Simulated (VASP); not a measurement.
# CdS (Fm-3m) in VASP: a series of runs

Aim: see how the results for CdS move with the level of theory and the settings. Levels: LDA, RPBE+D3(BJ). Tasks: single point, relaxation of cell and atoms.

All numbers are computed with VASP 6.6.1; they aren't measurements. Logs are shortened: lines on timing, memory, paths and dates and some standing lists are left out, and cuts for length are marked.

## 1. The cell of the first run

It takes space group Fm-3m (No. 225, cubic). The conventional cell has a = 5.506 Å, b = 5.506 Å, c = 5.506 Å, α = 90.00°, β = 90.00°, γ = 90.00°. Cd (site symmetry m-3m) has 6 S at 2.75 Å within 3.6 Å. S (site symmetry m-3m) has 6 Cd at 2.75 Å within 3.6 Å.

## 2. Single point, LDA

File INCAR:

```
SYSTEM = CdS
PREC = Accurate
ENCUT = 540
EDIFF = 1E-6
ISMEAR = -1
SIGMA = 0.05
LREAL = .False.
LASPH = .True.
NELM = 120
ALGO = Normal
ISIF = 2
LWAVE = .False.
LCHARG = .False.
NBANDS = 20
GGA_COMPAT = .False.
```

File KPOINTS:

```
Automatic mesh
0
Gamma
  8 8 8
  0 0 0
```

File POSCAR:

```
CdS
1.0
    0.0000000000      2.7532440000      2.7532440000
    2.7532440000      0.0000000000      2.7532440000
    2.7532440000      2.7532440000      0.0000000000
Cd S
1 1
Direct
    0.0000000000      0.0000000000      0.0000000000
    0.5000000000      0.5000000000      0.5000000000
```

Potentials or basis: VASP PAW LDA potentials, release 64 (Cd_sv_GW, S).

Started as:

```
cat potpaw_LDA.64/Cd_sv_GW/POTCAR potpaw_LDA.64/S/POTCAR > POTCAR
mpirun -np 1 vasp_std > vasp.out
```

OUTCAR:

```text
SYSTEM = CdS
   PREC = Accurate
   ENCUT = 540
   EDIFF = 1E-6
   ISMEAR = -1
   LREAL = .False.
   LASPH = .True.
   NELM = 120
   ISIF = 2

 ion  position               nearest neighbor table
   1  0.000  0.000  0.000-
   2  0.500  0.500  0.500-

  LATTYP: Found a face centered cubic cell.
 ALAT       =     5.5064880000

  Lattice vectors:

 A1 = (   0.0000000000,   2.7532440000,   2.7532440000)
 A2 = (   2.7532440000,   0.0000000000,   2.7532440000)
 A3 = (   2.7532440000,   2.7532440000,   0.0000000000)

Analysis of symmetry for initial positions (statically):
=====================================================================
 Subroutine PRICEL returns:
 Original cell was already a primitive cell.

 Routine SETGRP: Setting up the symmetry group for a
 face centered cubic supercell.

 Subroutine GETGRP returns: Found 48 space group operations
[... 9 lines left out ...]

 Routine SETGRP: Setting up the symmetry group for a
 face centered cubic supercell.

 Subroutine GETGRP returns: Found 48 space group operations
[... 11 lines left out ...]
                                     Primitive cell

  volume of cell :      41.7411

  direct lattice vectors                    reciprocal lattice vectors
     0.000000000  2.753244000  2.753244000    -0.181603955  0.181603955  0.181603955
     2.753244000  0.000000000  2.753244000     0.181603955 -0.181603955  0.181603955
     2.753244000  2.753244000  0.000000000     0.181603955  0.181603955 -0.181603955

  length of vectors
     3.893675005  3.893675005  3.893675005     0.314547277  0.314547277  0.314547277

  position of ions in fractional coordinates (direct lattice)
     0.000000000  0.000000000  0.000000000
     0.500000000  0.500000000  0.500000000

  ion indices of the primitive-cell ions
   primitive index   ion index
                 1           1
                 2           2

----------------------------------------------------------------------------------------

 KPOINTS: Automatic mesh

Automatic generation of k-mesh.
 Grid dimensions read from file:
 generate k-points for:    8    8    8

 Generating k-lattice:

  Cartesian coordinates                     Fractional coordinates (reciprocal lattice)
    -0.022700494  0.022700494  0.022700494     0.125000000  0.000000000  0.000000000
     0.022700494 -0.022700494  0.022700494     0.000000000  0.125000000  0.000000000
     0.022700494  0.022700494 -0.022700494     0.000000000  0.000000000  0.125000000

  Length of vectors
     0.039318410  0.039318410  0.039318410

  Shift w.r.t. Gamma in fractional coordinates (k-lattice)
     0.000000000  0.000000000  0.000000000

 Subroutine IBZKPT returns following result:
 ===========================================

 Found     29 irreducible k-points:

 Following reciprocal coordinates:
            Coordinates               Weight
  0.000000  0.000000  0.000000      1.000000
  0.125000  0.000000  0.000000      8.000000
  0.250000  0.000000  0.000000      8.000000
  0.375000  0.000000  0.000000      8.000000
  0.500000  0.000000  0.000000      4.000000
  0.125000  0.125000  0.000000      6.000000
[... 16 lines left out ...]
  0.500000  0.250000  0.125000     48.000000
 -0.375000  0.250000  0.125000     24.000000
 [... further k-points ...]
   k-points           NKPTS =     29   k-points in BZ     NKDIM =     29   number of bands    NBANDS=     20
   number of dos      NEDOS =    301   number of ions     NIONS =      2
   total plane-waves  NPLWV =  27000
   dimension x,y,z NGX =    30 NGY =   30 NGZ =   30
   dimension x,y,z NGXF=    60 NGYF=   60 NGZF=   60
   ions per type =               1   1
   NGX,Y,Z   is equivalent  to a cutoff of  12.81, 12.81, 12.81 a.u.
   NGXF,Y,Z  is equivalent  to a cutoff of  25.62, 25.62, 25.62 a.u.
 SYSTEM =  CdS
   PREC   = accura    normal or accurate (medium, high low for compatibility)
   ISTART =      0    job   : 0-new  1-cont  2-samecut
   ICHARG =      2    charge: 1-file 2-atom 10-const
   ISPIN  =      1    spin polarized calculation?
   LNONCOLLINEAR =      F non collinear calculations
   LSORBIT =      F    spin-orbit coupling
   LASPH  =      T    aspherical Exc in radial PAW
   ENCUT  =  540.0 eV  39.69 Ry    6.30 a.u.   7.38  7.38  7.38*2*pi/ulx,y,z
   NELM   =    120;   NELMIN=  2; NELMDL= -5     # of ELM steps
   EDIFF  = 0.1E-05   stopping-criterion for ELM
   LREAL  =      F    real-space projection
   EDIFFG = 0.1E-04   stopping-criterion for IOM
   NSW    =      0    number of steps for IOM
   IBRION =     -1    ionic relax: 0-MD 1-quasi-New 2-CG
   NFREE  =      0    steps in history (QN), initial steepest desc. (CG)
   ISIF   =      2    stress and relaxation
   ISYM   =      2    0-nonsym 1-usesym 2-fastsym
   POTIM  = 0.5000    time-step for ionic-motion
   TEBEG  =    0.0;   TEEND  =   0.0 temperature during run
   PSTRESS=    0.0 pullay stress
   NELECT =      26.0000    total number of electrons
   NUPDOWN=      -1.0000    fix difference up-down
   EMIN   =  10.00;   EMAX   =-10.00  energy-range for DOS
   EFERMI =   0.00;   METHOD = LEGACY
   ISMEAR =    -1;   SIGMA  =   0.05  broadening in eV -4-tet -1-fermi 0-gaus
   EFERMI_NEDOS =   21; number of points for ismear=-14 and -15
   IALGO  =     38    algorithm
   IMIX   =      4    mixing-type and parameters
     AMIX     =   0.40;   BMIX     =  1.00
     AMIX_MAG =   1.60;   BMIX_MAG =  1.00
  volume/ion in A,a.u.               =      20.87       140.84
  Fermi-wavevector in a.u.,A,eV,Ry     =   1.398120  2.642065 26.595862  1.954741
  Thomas-Fermi vector in A             =   2.521310
   LORBIT       =      0    0 simple, 1 ext, 2 COOP (PROOUT), +10 PAW based schemes
   GGA     = CA    functional components
   LHFCALC =     F    Hartree Fock is set to
   AEXX    =    0.0000 exact exchange contribution
   IVDW    =     0    specifies the selected vdW correction
   LEPSILON=     F    determine dielectric tensor
   LRPA    =     F    only Hartree local field effects (RPA)
 non-spin polarized calculation
  energy-cutoff  :      540.00
  volume of cell :       41.74
 maximum number of plane-waves:      1243
 NGX is ok and might be reduce to    30
   NGX = 15   NGY = 15   NGZ = 15

 number of electron      25.9999986 magnetization

 Free energy of the ion-electron system (eV)
  ---------------------------------------------------
  ext. energy  EPLUGINS =         0.00000000
  ---------------------------------------------------
  free energy    TOTEN  =        -7.22212861 eV

  energy without entropy =       -7.21978292  energy(sigma->0) =       -7.22095576

 E-fermi :   4.4628     XC(G=0): -10.8172

 val. band max:        4.3529282155   @ k =   0.5000   0.5000   0.0000
 cond. band min:       4.9486891414   @ k =   0.0000   0.0000   0.0000
 fundamental gap:      0.5957609259
 Fermi energy:         4.4628196858

 k-point     1 :       0.0000    0.0000    0.0000
  band No.  band energies     occupation
      1     -96.6284      2.00000
      2     -58.0225      2.00000
      3     -58.0225      2.00000
      4     -58.0225      2.00000
      5      -8.3143      2.00000
      6      -3.2617      2.00000
[... 12 lines left out ...]
     19      15.3619      0.00000
     20      15.3621      0.00000

 k-point     2 :       0.1250    0.0000    0.0000
  band No.  band energies     occupation
      1     -96.6282      2.00000
      2     -58.0221      2.00000
      3     -58.0221      2.00000
      4     -58.0218      2.00000
      5      -8.1823      2.00000
      6      -3.3055      2.00000
[... 12 lines left out ...]
     19      14.4504      0.00000
     20      15.0804      0.00000

 k-point     3 :       0.2500    0.0000    0.0000
  band No.  band energies     occupation
      1     -96.6282      2.00000
      2     -58.0223      2.00000
      3     -58.0219      2.00000
      4     -58.0219      2.00000
      5      -7.8284      2.00000
      6      -3.4101      2.00000
[... 12 lines left out ...]
     19      15.0549      0.00000
     20      15.0549      0.00000

 k-point     4 :       0.3750    0.0000    0.0000
  band No.  band energies     occupation
      1     -96.6281      2.00000
      2     -58.0226      2.00000
      3     -58.0217      2.00000
      4     -58.0217      2.00000
      5      -7.4034      2.00000
      6      -3.5103      2.00000
[... 12 lines left out ...]
     19      16.2695      0.00000
     20      16.2695      0.00000

 k-point     5 :       0.5000    0.0000    0.0000
  band No.  band energies     occupation
      1     -96.6282      2.00000
      2     -58.0231      2.00000
      3     -58.0220      2.00000
      4     -58.0220      2.00000
      5      -7.1954      2.00000
      6      -3.5507      2.00000
[... 12 lines left out ...]
     19      17.1333      0.00000
     20      17.1333      0.00000

 k-point     6 :       0.1250    0.1250    0.0000
  band No.  band energies     occupation
      1     -96.6282      2.00000
      2     -58.0220      2.00000
      3     -58.0220      2.00000
      4     -58.0216      2.00000
      5      -8.1449      2.00000
      6      -3.3535      2.00000
[... 12 lines left out ...]
     19      16.5990      0.00000
     20      16.6587      0.00000

 k-point     7 :       0.2500    0.1250    0.0000
  band No.  band energies     occupation
      1     -96.6282      2.00000
      2     -58.0222      2.00000
      3     -58.0219      2.00000
      4     -58.0217      2.00000
      5      -7.8843      2.00000
      6      -3.4288      2.00000
[... 12 lines left out ...]
     19      16.1738      0.00000
     20      16.4646      0.00000
[... 277 lines left out ...]
 k-point    20 :      -0.3750    0.3750    0.0000
  band No.  band energies     occupation
      1     -96.6281      2.00000
      2     -58.0224      2.00000
      3     -58.0223      2.00000
      4     -58.0218      2.00000
      5      -7.2979      2.00000
      6      -3.3653      2.00000
[... 12 lines left out ...]
     19      17.0827      0.00000
     20      19.7432      0.00000

 k-point    21 :       0.5000    0.5000    0.0000
  band No.  band energies     occupation
      1     -96.6280      2.00000
      2     -58.0224      2.00000
      3     -58.0218      2.00000
      4     -58.0218      2.00000
      5      -7.4268      2.00000
      6      -3.4104      2.00000
[... 12 lines left out ...]
     19      18.7130      0.00000
     20      18.9671      0.00000

 k-point    22 :       0.3750    0.2500    0.1250
  band No.  band energies     occupation
      1     -96.6282      2.00000
      2     -58.0225      2.00000
      3     -58.0222      2.00000
      4     -58.0219      2.00000
      5      -7.6330      2.00000
      6      -3.4345      2.00000
[... 12 lines left out ...]
     19      17.3260      0.00000
     20      17.9331      0.00000

 k-point    23 :       0.5000    0.2500    0.1250
  band No.  band energies     occupation
      1     -96.6282      2.00000
      2     -58.0226      2.00000
      3     -58.0222      2.00000
      4     -58.0220      2.00000
      5      -7.3588      2.00000
      6      -3.4370      2.00000
[... 12 lines left out ...]
     19      17.7217      0.00000
     20      18.1833      0.00000

 k-point    24 :      -0.3750    0.2500    0.1250
  band No.  band energies     occupation
      1     -96.6281      2.00000
      2     -58.0227      2.00000
      3     -58.0219      2.00000
      4     -58.0218      2.00000
      5      -7.2375      2.00000
      6      -3.4758      2.00000
[... 12 lines left out ...]
     19      16.3926      0.00000
     20      18.5468      0.00000

 [... further k-points ...]
[... 5 lines left out ...]
  --------------------------------------------------------------------------------------
  -------------------------------------------------------------------------------------
  Total       -2.0748062     -2.0748062     -2.0748062      0.0000000      0.0000000      0.0000000
  in kB      -79.6386754    -79.6386754    -79.6386754      0.0000000      0.0000000      0.0000000
  external PRESSURE =     -79.6386754 kB  Pullay stress =       0.0000000 kB

 VOLUME and BASIS-vectors are now :
 -----------------------------------------------------------------------------
  energy-cutoff  :      540.00
  volume of cell :       41.74
      direct lattice vectors                 reciprocal lattice vectors
     0.000000000  2.753244000  2.753244000    -0.181603955  0.181603955  0.181603955
     2.753244000  0.000000000  2.753244000     0.181603955 -0.181603955  0.181603955
     2.753244000  2.753244000  0.000000000     0.181603955  0.181603955 -0.181603955

 POSITION                                       TOTAL-FORCE (eV/Angst)
 -----------------------------------------------------------------------------------
      0.00000      0.00000      0.00000         0.000000     -0.000000      0.000000
      2.75324      2.75324      2.75324        -0.000000      0.000000     -0.000000
 -----------------------------------------------------------------------------------
    total drift:                               -0.000000      0.000000      0.000000

  FREE ENERGIE OF THE ION-ELECTRON SYSTEM (eV)
  ---------------------------------------------------
  free  energy   TOTEN  =        -7.2221286053 eV

  energy  without entropy=       -7.2197829223  energy(sigma->0) =       -7.22095576
```

It took 24 s on 1 thread of Intel Xeon Platinum 8259CL at 2.50GHz (Skylake/Cascade Lake), shared host; peak memory 0.17 GiB.

Results:

* Free energy: -7.2221 eV
* Pressure: -8.0 GPa

## 3. Relaxation of cell and atoms, RPBE+D3(BJ)

File INCAR:

```
SYSTEM = CdS
PREC = Accurate ; ENCUT = 540
EDIFF = 1E-7 ; ISMEAR = -1
SIGMA = 0.05 ; LREAL = .False.
LASPH = .True. ; NELM = 120
ALGO = Normal ; ISIF = 3
LWAVE = .False. ; LCHARG = .False.
GGA = RP ; IVDW = 12
IBRION = 2 ; NSW = 60
EDIFFG = -0.01 ; GGA_COMPAT = .False.
NELMIN = 4
```

KPOINTS is that of step 2.

POSCAR is that of step 2.

Potentials or basis: VASP PAW PBE potentials, release 64 (Cd_sv_GW, S).

Started as:

```
cat potpaw_PBE.64/Cd_sv_GW/POTCAR potpaw_PBE.64/S/POTCAR > POTCAR
mpirun -np 1 vasp_std > vasp.out
```

Run time: 2.2 min. Hardware: 1 thread of Intel Xeon Platinum 8259CL at 2.50GHz (Skylake/Cascade Lake), shared host; peak memory 0.2 GiB.

The run converged. Its results:

* Free energy: -8.5254 eV
* Relaxed volume: 17.40 Å³/atom
* Relaxed cell: a = 3.665 Å, b = 3.665 Å, c = 3.665 Å, α = 60.00°, β = 60.00°, γ = 60.00°
* Space group after relaxing (to 0.05 Å): Fm-3m (No. 225)
* Energy gained by relaxing: 188.2 meV/atom
* Ionic steps: 6
* Pressure after relaxing: 0.0 GPa
* Band gap on the k mesh: 0.31 eV, indirect (least direct gap 3.04 eV)
* Dispersion energy per atom: -1.861 eV

The path:
| step | energy change (eV) | largest force (eV/Å) | pressure (GPa) | volume (Å³) |
| --- | --- | --- | --- | --- |
| 1 | 0.0000 | 0.0000 | -14.75 | 41.74 |
| 2 | -0.2040 | 0.0000 | 16.79 | 31.17 |
| 3 | -0.3764 | 0.0000 | -0.21 | 34.86 |
| 4 | -0.3763 | 0.0000 | 0.23 | 34.73 |
| 5 | -0.3764 | 0.0000 | -0.17 | 34.85 |
| 6 | -0.3764 | 0.0000 | 0.00 | 34.80 |

Final structure:
```
Cd S
1.0
     0.00000    2.59130    2.59130
     2.59130    0.00000    2.59130
     2.59130    2.59130    0.00000
Cd S
1 1
Direct
  0.00000 0.00000 0.00000
  0.50000 0.50000 0.50000
```

Levels at points of the mesh, in eV from the valence-band top:
| k point | band 10 | band 11 | band 12 | band 13 | band 14 | band 15 | band 16 | band 17 |
| --- | --- | --- | --- | --- | --- | --- | --- | --- |
| (0.00, 0.00, 0.00) | -8.10 | -1.19 | -1.19 | -1.19 | 1.85 | 9.22 | 9.22 | 9.22 |
| (0.50, 0.00, 0.00) | -7.78 | -5.60 | 0.00 | 0.00 | 3.36 | 5.76 | 5.76 | 8.39 |
| (0.50, 0.50, 0.00) | -6.62 | -5.43 | -2.89 | -2.89 | 0.31 | 5.79 | 10.99 | 12.61 |

Caveat: the volume moved by over 15 % at a fixed basis, so the end points are rough; the PAW data sets were made with another functional, which shifts forces and pressure a little. A k mesh can miss the band edges.
